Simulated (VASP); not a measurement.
Wanted: the native input for a VASP 6.6.1 run.

```yaml
Task: electric field gradients
Functional: r2SCAN
Potentials_or_basis: VASP PAW PBE potentials, release 64 (Ba_sv, S)
Cutoff: 520 eV
k_mesh: 7 × 7 × 7
Occupations: fermi-dirac, width 0.02 eV
Spin: no spin polarisation
Dipole_correction: no
Further_INCAR_settings: ALGO = Normal; EDIFF = 1e-08; NBANDS = 15
```

The system is BaS.

```
CELL_PARAMETERS angstrom
0.00000 3.24704 3.24704
3.24704 0.00000 3.24704
3.24704 3.24704 0.00000
ATOMIC_POSITIONS crystal
Ba 0.00000 0.00000 0.00000
S 0.50000 0.50000 0.50000
```

These files were run (other wordings do the same):

POSCAR

```
BaS
1.0
    0.0000000000      3.2470383308      3.2470383308
    3.2470383308      0.0000000000      3.2470383308
    3.2470383308      3.2470383308      0.0000000000
Ba S
1 1
Direct
    0.0000000000      0.0000000000      0.0000000000
    0.5000000000      0.5000000000      0.5000000000
```

INCAR.step1

```
ALGO     = Normal         # electronic algorithm
EDIFF    = 1E-4           # SCF threshold, eV
ENCUT    = 520            # plane-wave cutoff, eV
GGA      = PE             # functional
ISMEAR   = -1             # smearing method
LASPH    = T              # aspherical terms in the spheres
LCHARG   = F              # write CHGCAR
LREAL    = F              # projectors in reciprocal space
LWAVE    = T              # write WAVECAR
NBANDS   = 15             # bands
NELM     = 80             # most SCF steps
PREC     = Accurate       # precision mode
SIGMA    = 0.02           # smearing width, eV
```

INCAR.step2

```
ALGO     = Normal         # electronic algorithm
EDIFF    = 1E-8           # SCF threshold, eV
ENCUT    = 520            # plane-wave cutoff, eV
ISIF     = 2              # what is computed and relaxed
ISMEAR   = -1             # smearing method
ISTART   = 1            
LASPH    = T              # aspherical terms in the spheres
LCHARG   = F              # write CHGCAR
LEFG     = T            
LMIXTAU  = T            
LREAL    = F              # projectors in reciprocal space
LWAVE    = F              # write WAVECAR
METAGGA  = R2SCAN         # meta-GGA
NBANDS   = 15             # bands
NELM     = 80             # most SCF steps
PREC     = Accurate       # precision mode
SIGMA    = 0.02           # smearing width, eV
```

KPOINTS

```
k-points
0
Gamma
  7 7 7
```

Potentials or basis: VASP PAW PBE potentials, release 64 (Ba_sv, S).

Launch:

```console
$ cat potpaw_PBE.64/Ba_sv/POTCAR potpaw_PBE.64/S/POTCAR > POTCAR
$ cp INCAR.step1 INCAR
$ mpirun -np 1 vasp_std > vasp.out
$ cp INCAR.step2 INCAR
$ mpirun -np 1 vasp_std > vasp.out
```

Results of the run:

```json
{
  "Pressure": "-0.8 GPa",
  "Band gap on the k mesh": "2.60 eV (least direct gap 2.77 eV)",
  "Largest electric field gradient by atom": "under 0.05 V/Å² on every atom"
}
```

Caveat: the PAW data sets were made with another functional, which shifts forces and pressure a little; spin-orbit coupling is left out, which moves the levels of the heavy elements; an odd mesh through Γ misses points on the zone boundary, where band edges can lie.

Run time: 2.4 min on 1 thread of AMD EPYC 7R43 64-Core Processor (Zen 3), with other jobs on the host, peak memory 0.19 GiB.
